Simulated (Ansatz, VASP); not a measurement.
## Two plane-wave programs on MgO

INCAR

```
SYSTEM = MgO
  ALGO = Normal
  EDIFF = 1E-6
  ENCUT = 600
  GGA = CA
  GGA_COMPAT = .False.
  ISIF = 2
  ISMEAR = 0
  LASPH = .True.
  LCHARG = .True.
  LELF = .True.
  LREAL = .False.
  LVHAR = .True.
  LWAVE = .False.
  NBANDS = 11
  NELM = 120
  PREC = Accurate
  SIGMA = 0.01
```

KPOINTS

```
k-points
0
Gamma
  6 6 6
  0 0 0
```

POSCAR

```
MgO
1.0
    2.6233491285      0.0000000000      0.0000000000
    0.0000000000      2.6233491285      0.0000000000
    0.0000000000      0.0000000000      2.6233491285
Mg O
1 1
Direct
    0.0000000000      0.0000000000      0.0000000000
    0.5000000000      0.5000000000      0.5000000000
```

Input for Ansatz:

```yaml
crystal:
  lattice:
    - [2.6233491285, 0.0, 0.0]
    - [0.0, 2.6233491285, 0.0]
    - [0.0, 0.0, 2.6233491285]
  atoms:
    - { symbol: Mg, position: [0.0, 0.0, 0.0] }
    - { symbol: O, position: [0.5, 0.5, 0.5] }
kpoints:
  mp_grid: { grid: [6, 6, 6] }
hamiltonian:
  xc: lda
scf:
  occupations: { method: fixed }
  n_extra_bands: 4
output:
  forces: true
  stress: true
  eigenvalues: true
```

Alike in both runs: task single point; functional LDA; k mesh 6 × 6 × 6; no spin polarisation.

|  | VASP | Ansatz |
| --- | --- | --- |
| version | VASP 6.6.1 | Ansatz 0.2.0 |
| potentials or method | VASP PAW LDA potentials, release 64 (Mg, O) | plane waves |
| plane-wave cutoff (eV) | 600 | 420 |
| occupations | gaussian, width 0.01 eV | fixed |
| valence electrons in the cell | 8 | 16 |

Ansatz gave:

| Quantity | Value |
| --- | --- |
| gap on the k mesh at the Fermi level (eV) | 2.57 |
| pressure (GPa) | -4.4 |

**Question.** Estimate VASP's values.

**Answer.** gap on the k mesh at the Fermi level (eV): 2.57; pressure (GPa): -7.1.

LDA's correlation is that of Perdew and Zunger in VASP and of Perdew and Wang (1992) in Ansatz. VASP's potentials hold 8 valence electrons a cell and Ansatz's 16, so a difference there can come from the potentials and not from the codes.
